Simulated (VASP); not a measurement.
# Sn (Fd-3m) in VASP: further runs

The runs below take Sn through single point, with r2SCAN.

All numbers are computed with VASP 6.6.1; they aren't measurements. Logs are shortened: lines on timing, memory, paths and dates and some standing lists are left out, and cuts for length are marked.

### Step 1. The cell of the first run

It takes space group Fd-3m (No. 227, cubic). Conventional cell: a = 6.366 Å, b = 6.366 Å, c = 6.366 Å, α = 90.00°, β = 90.00°, γ = 90.00°. Within 3.6 Å of Sn (site symmetry -43m) lie 4 Sn at 2.76 Å.

This isn't the form of Sn at room conditions, which is tetragonal (white tin).

### Step 2. Single point, r2SCAN

POSCAR reads:

```
Sn
1.0
    0.0000000000      3.1829675402      3.1829675402
    3.1829675402      0.0000000000      3.1829675402
    3.1829675402      3.1829675402      0.0000000000
Sn
2
Direct
    0.0000000000      0.0000000000      0.0000000000
    0.2500000000      0.2500000000      0.2500000000
```

INCAR.step1 reads:

```
SYSTEM = Sn
PREC = Accurate
ENCUT = 520
ISMEAR = 0
SIGMA = 0.1
LREAL = .False.
LASPH = .True.
NELM = 60
NBANDS = 21
GGA = PE
ALGO = Normal
EDIFF = 1E-4
LWAVE = .True.
LCHARG = .False.
```

INCAR.step2 reads:

```
SYSTEM = Sn
PREC = Accurate
ENCUT = 520
EDIFF = 1E-7
ISMEAR = 0
SIGMA = 0.1
LREAL = .False.
LASPH = .True.
NELM = 60
ALGO = Normal
ISIF = 2
LWAVE = .False.
LCHARG = .False.
METAGGA = R2SCAN
LMIXTAU = .True.
NBANDS = 21
ISTART = 1
```

KPOINTS reads:

```
Automatic mesh
0
Gamma
  12 12 12
  0 0 0
```

Potentials or basis: VASP PAW PBE potentials, release 64 (Sn_d).

Command:

```sh
cat potpaw_PBE.64/Sn_d/POTCAR > POTCAR
cp INCAR.step1 INCAR
mpirun -np 1 vasp_std > vasp.out
cp INCAR.step2 INCAR
mpirun -np 1 vasp_std > vasp.out
```

OUTCAR:

```text
SYSTEM = Sn
   PREC = Accurate
   ENCUT = 520
   EDIFF = 1E-7
   ISMEAR = 0
   LREAL = .False.
   LASPH = .True.
   NELM = 60
   ISIF = 2
   METAGGA = R2SCAN
   ISTART = 1

 ion  position               nearest neighbor table
   1  0.000  0.000  0.000-   2 2.76   2 2.76   2 2.76   2 2.76
   2  0.250  0.250  0.250-   1 2.76   1 2.76   1 2.76   1 2.76

  LATTYP: Found a face centered cubic cell.
 ALAT       =     6.3659350804

  Lattice vectors:

 A1 = (   0.0000000000,   3.1829675402,   3.1829675402)
 A2 = (   3.1829675402,   0.0000000000,   3.1829675402)
 A3 = (   3.1829675402,   3.1829675402,   0.0000000000)

Analysis of symmetry for initial positions (statically):
=====================================================================
 Subroutine PRICEL returns:
 Original cell was already a primitive cell.

 Routine SETGRP: Setting up the symmetry group for a
 face centered cubic supercell.

 Subroutine GETGRP returns: Found 48 space group operations
 (whereof 24 operations were pure point group operations)
 out of a pool of 48 trial point group operations.

The static configuration has the point symmetry T_d .
 The point group associated with its full space group is O_h .

Analysis of symmetry for dynamics (positions and initial velocities):
=====================================================================
 Subroutine PRICEL returns:
 Original cell was already a primitive cell.

 Routine SETGRP: Setting up the symmetry group for a
 face centered cubic supercell.

 Subroutine GETGRP returns: Found 48 space group operations
 (whereof 24 operations were pure point group operations)
 out of a pool of 48 trial point group operations.

The dynamic configuration has the point symmetry T_d .
 The point group associated with its full space group is O_h .

 Subroutine INISYM returns: Found 48 space group operations
 (whereof 24 operations are pure point group operations),
 and found     1 'primitive' translations

----------------------------------------------------------------------------------------

                                     Primitive cell

  volume of cell :      64.4951

  direct lattice vectors                    reciprocal lattice vectors
     0.000000000  3.182967540  3.182967540    -0.157086113  0.157086113  0.157086113
     3.182967540  0.000000000  3.182967540     0.157086113 -0.157086113  0.157086113
     3.182967540  3.182967540  0.000000000     0.157086113  0.157086113 -0.157086113

  length of vectors
     4.501395864  4.501395864  4.501395864     0.272081130  0.272081130  0.272081130

  position of ions in fractional coordinates (direct lattice)
     0.000000000  0.000000000  0.000000000
     0.250000000  0.250000000  0.250000000

  ion indices of the primitive-cell ions
   primitive index   ion index
                 1           1
                 2           2

----------------------------------------------------------------------------------------

 KPOINTS: Automatic mesh

Automatic generation of k-mesh.
 Grid dimensions read from file:
 generate k-points for:   12   12   12

 Generating k-lattice:

  Cartesian coordinates                     Fractional coordinates (reciprocal lattice)
    -0.013090509  0.013090509  0.013090509     0.083333333  0.000000000  0.000000000
     0.013090509 -0.013090509  0.013090509     0.000000000  0.083333333  0.000000000
     0.013090509  0.013090509 -0.013090509     0.000000000  0.000000000  0.083333333

  Length of vectors
     0.022673427  0.022673427  0.022673427

  Shift w.r.t. Gamma in fractional coordinates (k-lattice)
     0.000000000  0.000000000  0.000000000

 Subroutine IBZKPT returns following result:
 ===========================================

 Found     72 irreducible k-points:

 Following reciprocal coordinates:
            Coordinates               Weight
  0.000000  0.000000  0.000000      1.000000
  0.083333  0.000000  0.000000      8.000000
  0.166667  0.000000  0.000000      8.000000
  0.250000  0.000000  0.000000      8.000000
  0.333333  0.000000  0.000000      8.000000
  0.416667  0.000000  0.000000      8.000000
[... 16 lines left out ...]
  0.500000  0.166667  0.000000     24.000000
 -0.416667  0.166667  0.000000     24.000000
 [... further k-points ...]
   k-points           NKPTS =     72   k-points in BZ     NKDIM =     72   number of bands    NBANDS=     21
   number of dos      NEDOS =    301   number of ions     NIONS =      2
   total plane-waves  NPLWV =  46656
   dimension x,y,z NGX =    36 NGY =   36 NGZ =   36
   dimension x,y,z NGXF=    72 NGYF=   72 NGZF=   72
   ions per type =               2
   NGX,Y,Z   is equivalent  to a cutoff of  13.30, 13.30, 13.30 a.u.
   NGXF,Y,Z  is equivalent  to a cutoff of  26.59, 26.59, 26.59 a.u.
 SYSTEM =  Sn
   PREC   = accura    normal or accurate (medium, high low for compatibility)
   ISTART =      1    job   : 0-new  1-cont  2-samecut
   ICHARG =      0    charge: 1-file 2-atom 10-const
   ISPIN  =      1    spin polarized calculation?
   LNONCOLLINEAR =      F non collinear calculations
   LSORBIT =      F    spin-orbit coupling
   LASPH  =      T    aspherical Exc in radial PAW
   ENCUT  =  520.0 eV  38.22 Ry    6.18 a.u.   8.37  8.37  8.37*2*pi/ulx,y,z
   NELM   =     60;   NELMIN=  2; NELMDL=  0     # of ELM steps
   EDIFF  = 0.1E-06   stopping-criterion for ELM
   LREAL  =      F    real-space projection
   EDIFFG = 0.1E-05   stopping-criterion for IOM
   NSW    =      0    number of steps for IOM
   IBRION =     -1    ionic relax: 0-MD 1-quasi-New 2-CG
   NFREE  =      0    steps in history (QN), initial steepest desc. (CG)
   ISIF   =      2    stress and relaxation
   ISYM   =      2    0-nonsym 1-usesym 2-fastsym
   POTIM  = 0.5000    time-step for ionic-motion
   TEBEG  =    0.0;   TEEND  =   0.0 temperature during run
   PSTRESS=    0.0 pullay stress
   NELECT =      28.0000    total number of electrons
   NUPDOWN=      -1.0000    fix difference up-down
   EMIN   =  10.00;   EMAX   =-10.00  energy-range for DOS
   EFERMI =   0.00;   METHOD = LEGACY
   ISMEAR =     0;   SIGMA  =   0.10  broadening in eV -4-tet -1-fermi 0-gaus
   EFERMI_NEDOS =   21; number of points for ismear=-14 and -15
   IALGO  =     38    algorithm
   IMIX   =      4    mixing-type and parameters
     AMIX     =   0.40;   BMIX     =  1.00
     AMIX_MAG =   1.60;   BMIX_MAG =  1.00
  volume/ion in A,a.u.               =      32.25       217.62
  Fermi-wavevector in a.u.,A,eV,Ry     =   1.239611  2.342524 20.907183  1.536635
  Thomas-Fermi vector in A             =   2.374087
   LORBIT       =      0    0 simple, 1 ext, 2 COOP (PROOUT), +10 PAW based schemes
   METAGGA = R2SCAN    functional components
   LHFCALC =     F    Hartree Fock is set to
   AEXX    =    0.0000 exact exchange contribution
   IVDW    =     0    specifies the selected vdW correction
   LEPSILON=     F    determine dielectric tensor
   LRPA    =     F    only Hartree local field effects (RPA)
 non-spin polarized calculation
 Gauss-broadening in eV      SIGMA  =   0.10
  energy-cutoff  :      520.00
  volume of cell :       64.50
 maximum number of plane-waves:      1807
 NGX is ok and might be reduce to    36
   NGX = 17   NGY = 17   NGZ = 17

 number of electron      28.0000004 magnetization

 Free energy of the ion-electron system (eV)
  ---------------------------------------------------
  ext. energy  EPLUGINS =         0.00000000
  ---------------------------------------------------
  free energy    TOTEN  =       -49.40410291 eV

  energy without entropy =      -49.40400327  energy(sigma->0) =      -49.40405309

 E-fermi :   6.2959     XC(G=0):  -9.8704

 val. band max:        6.2264613885   @ k =   0.0000   0.0000   0.0000
 cond. band min:       6.2976652675   @ k =   0.0000   0.0000   0.0000
 fundamental gap:      0.0712038790
 Fermi energy:         6.2958842007

 k-point     1 :       0.0000    0.0000    0.0000
  band No.  band energies     occupation
      1     -16.3166      2.00000
      2     -16.3165      2.00000
      3     -16.3165      2.00000
      4     -16.2412      2.00000
      5     -16.2412      2.00000
      6     -15.8644      2.00000
[... 13 lines left out ...]
     20      14.6142      0.00000
     21      14.6142      0.00000

 k-point     2 :       0.0833    0.0000    0.0000
  band No.  band energies     occupation
      1     -16.3235      2.00000
      2     -16.3235      2.00000
      3     -16.3145      2.00000
      4     -16.2314      2.00000
      5     -16.2314      2.00000
      6     -15.8753      2.00000
[... 13 lines left out ...]
     20      13.9692      0.00000
     21      13.9692      0.00000

 k-point     3 :       0.1667    0.0000    0.0000
  band No.  band energies     occupation
      1     -16.3368      2.00000
      2     -16.3368      2.00000
      3     -16.3091      2.00000
      4     -16.2112      2.00000
      5     -16.2112      2.00000
      6     -15.8931      2.00000
[... 13 lines left out ...]
     20      13.4828      0.00000
     21      13.4828      0.00000

 k-point     4 :       0.2500    0.0000    0.0000
  band No.  band energies     occupation
      1     -16.3483      2.00000
      2     -16.3483      2.00000
      3     -16.3015      2.00000
      4     -16.1910      2.00000
      5     -16.1910      2.00000
      6     -15.9083      2.00000
[... 13 lines left out ...]
     20      13.4641      0.00000
     21      13.4641      0.00000

 k-point     5 :       0.3333    0.0000    0.0000
  band No.  band energies     occupation
      1     -16.3559      2.00000
      2     -16.3559      2.00000
      3     -16.2936      2.00000
      4     -16.1762      2.00000
      5     -16.1762      2.00000
      6     -15.9181      2.00000
[... 13 lines left out ...]
     20      13.9844      0.00000
     21      13.9845      0.00000
[... 382 lines left out ...]
     20      14.4476      0.00000
     21      15.0611      0.00000

 k-point    22 :       0.4167    0.1667    0.0000
  band No.  band energies     occupation
      1     -16.3822      2.00000
      2     -16.3611      2.00000
      3     -16.2729      2.00000
      4     -16.1580      2.00000
      5     -16.1230      2.00000
      6     -16.0056      2.00000
[... 13 lines left out ...]
     20      15.2992      0.00000
     21      15.7300      0.00000

 k-point    23 :       0.5000    0.1667    0.0000
  band No.  band energies     occupation
      1     -16.3897      2.00000
      2     -16.3672      2.00000
      3     -16.2540      2.00000
      4     -16.1421      2.00000
      5     -16.1286      2.00000
      6     -15.9937      2.00000
[... 13 lines left out ...]
     20      15.6652      0.00000
     21      15.7600      0.00000

 k-point    24 :      -0.4167    0.1667    0.0000
  band No.  band energies     occupation
      1     -16.3904      2.00000
      2     -16.3711      2.00000
      3     -16.2446      2.00000
      4     -16.1442      2.00000
      5     -16.1310      2.00000
      6     -15.9700      2.00000
[... 13 lines left out ...]
     20      14.5724      0.00000
     21      14.8721      0.00000

 [... further k-points ...]

------------------------ aborting loop because EDIFF is reached ----------------------------------------

  FORCE on cell =-STRESS in cart. coord.  units (eV):
  Direction    XX          YY          ZZ          XY          YZ          ZX
  --------------------------------------------------------------------------------------
  -------------------------------------------------------------------------------------
  Total        2.0069671      2.0069671      2.0069671      0.0000000      0.0000000      0.0000000
  in kB       49.8567777     49.8567777     49.8567777      0.0000000      0.0000000      0.0000000
  external PRESSURE =      49.8567777 kB  Pullay stress =       0.0000000 kB

 VOLUME and BASIS-vectors are now :
 -----------------------------------------------------------------------------
  energy-cutoff  :      520.00
  volume of cell :       64.50
      direct lattice vectors                 reciprocal lattice vectors
     0.000000000  3.182967540  3.182967540    -0.157086113  0.157086113  0.157086113
     3.182967540  0.000000000  3.182967540     0.157086113 -0.157086113  0.157086113
     3.182967540  3.182967540  0.000000000     0.157086113  0.157086113 -0.157086113

 POSITION                                       TOTAL-FORCE (eV/Angst)
 -----------------------------------------------------------------------------------
      0.00000      0.00000      0.00000         0.000000      0.000000      0.000000
      1.59148      1.59148      1.59148        -0.000000     -0.000000     -0.000000
 -----------------------------------------------------------------------------------
    total drift:                                0.000000      0.000000      0.000000

  FREE ENERGIE OF THE ION-ELECTRON SYSTEM (eV)
  ---------------------------------------------------
  free  energy   TOTEN  =       -49.4041029090 eV

  energy  without entropy=      -49.4040032671  energy(sigma->0) =      -49.40405309
```

It took 4.1 min on 1 thread of AMD EPYC 9R45 (Zen 5), shared host; peak memory 0.23 GiB.

What came out:

- Free energy: -49.4041 eV
- Pressure: 5.0 GPa

Caveat: the cell stands under pressure; the PAW data sets were made with another functional, which shifts forces and pressure a little; spin-orbit coupling is left out, which moves the levels of the heavy elements.

### Step 3. Single point, r2SCAN

POSCAR is that of step 2.

INCAR.step1 reads:

```
PREC     = Accurate       # precision mode
ENCUT    = 520            # plane-wave cutoff, eV
ISMEAR   = 0              # smearing method
SIGMA    = 0.1            # smearing width, eV
LREAL    = F              # projectors in reciprocal space
LASPH    = T              # aspherical terms in the spheres
NELM     = 80             # most SCF steps
NBANDS   = 21             # bands
GGA      = PE             # functional
ALGO     = Normal         # electronic algorithm
EDIFF    = 1E-4           # SCF threshold, eV
LWAVE    = T              # write WAVECAR
LCHARG   = F              # write CHGCAR
```

INCAR.step2 reads:

```
PREC     = Accurate       # precision mode
ENCUT    = 520            # plane-wave cutoff, eV
EDIFF    = 1E-6           # SCF threshold, eV
ISMEAR   = 0              # smearing method
SIGMA    = 0.1            # smearing width, eV
LREAL    = F              # projectors in reciprocal space
LASPH    = T              # aspherical terms in the spheres
NELM     = 80             # most SCF steps
ALGO     = Normal         # electronic algorithm
ISIF     = 2              # what is computed and relaxed
LWAVE    = F              # write WAVECAR
LCHARG   = F              # write CHGCAR
METAGGA  = R2SCAN         # meta-GGA
LMIXTAU  = T            
NBANDS   = 21             # bands
ISTART   = 1
```

KPOINTS reads:

```
regular mesh
0
Gamma
  12 12 12
```

Potentials or basis: VASP PAW PBE potentials, release 64 (Sn_d).

Command:

```sh
cat potpaw_PBE.64/Sn_d/POTCAR > POTCAR
cp INCAR.step1 INCAR
mpirun -np 1 vasp_std > vasp.out
cp INCAR.step2 INCAR
mpirun -np 1 vasp_std > vasp.out
```

Wall time 3.5 min (1 thread of AMD EPYC 9R45 (Zen 5), shared host); peak memory 0.23 GiB.

The run converged. Its results:

- Free energy: -49.4041 eV
- Pressure: 5.0 GPa

Levels at points of the mesh, in eV from the Fermi level:
```
           k point  band 12  band 13  band 14  band 15  band 16  band 17
(0.00, 0.00, 0.00)    -0.07    -0.07    -0.07     0.00     2.14     2.14
(0.50, 0.00, 0.00)    -6.92    -1.44    -1.44     0.20     3.31     3.31
(0.50, 0.50, 0.00)    -8.15    -2.96    -2.96     0.78     0.78     8.47
```

Caveat: the cell stands under pressure; the PAW data sets were made with another functional, which shifts forces and pressure a little; spin-orbit coupling is left out, which moves the levels of the heavy elements.

### Step 4. Single point, r2SCAN

This run uses another cell than the first one, of 33.96 Å³/atom.

POSCAR reads:

```
Sn
1.0
    0.0000000000      3.2382745830      3.2382745830
    3.2382745830      0.0000000000      3.2382745830
    3.2382745830      3.2382745830      0.0000000000
Sn
2
Direct
    0.0000000000      0.0000000000      0.0000000000
    0.2500000000      0.2500000000      0.2500000000
```

INCAR.step1 reads:

```
SYSTEM = Sn
PREC = Accurate ; ENCUT = 520
ISMEAR = 0 ; SIGMA = 0.1
LREAL = .False. ; LASPH = .True.
NELM = 80 ; NBANDS = 21
GGA = PE ; ALGO = Normal
EDIFF = 1E-4 ; LWAVE = .True.
LCHARG = .False.
```

INCAR.step2 reads:

```
SYSTEM = Sn
PREC = Accurate ; ENCUT = 520
EDIFF = 1E-6 ; ISMEAR = 0
SIGMA = 0.1 ; LREAL = .False.
LASPH = .True. ; NELM = 80
ALGO = Normal ; ISIF = 2
LWAVE = .False. ; LCHARG = .False.
METAGGA = R2SCAN ; LMIXTAU = .True.
NBANDS = 21 ; ISTART = 1
```

KPOINTS reads:

```
Automatic mesh
0
Gamma
  12 12 12
  0 0 0
```

Command:

```sh
cat potpaw_PBE.64/Sn_d/POTCAR > POTCAR
cp INCAR.step1 INCAR
mpirun -np 1 vasp_std > vasp.out
cp INCAR.step2 INCAR
mpirun -np 1 vasp_std > vasp.out
```

It took 3.5 min on 1 thread of AMD EPYC 9R45 (Zen 5), shared host; peak memory 0.23 GiB.

The run converged. Its results:

- Free energy: -49.4780 eV
- Pressure: 1.9 GPa
- Band gap on the k mesh: zero (filled and empty bands touch)

Levels at points of the mesh, in eV from the Fermi level:
| k point | band 11 | band 12 | band 13 | band 14 | band 15 | band 16 | band 17 | band 18 |
| --- | --- | --- | --- | --- | --- | --- | --- | --- |
| (0.00, 0.00, 0.00) | -11.21 | -0.34 | -0.03 | -0.03 | -0.03 | 2.19 | 2.19 | 2.19 |
| (0.50, 0.00, 0.00) | -9.47 | -6.65 | -1.31 | -1.31 | 0.12 | 3.34 | 3.34 | 5.92 |
| (0.50, 0.50, 0.00) | -7.91 | -7.91 | -2.73 | -2.73 | 0.88 | 0.88 | 8.17 | 8.17 |

Caveat: the PAW data sets were made with another functional, which shifts forces and pressure a little; spin-orbit coupling is left out, which moves the levels of the heavy elements.

The gap in the log of VASP goes by the Fermi energy; the results here count the filled bands.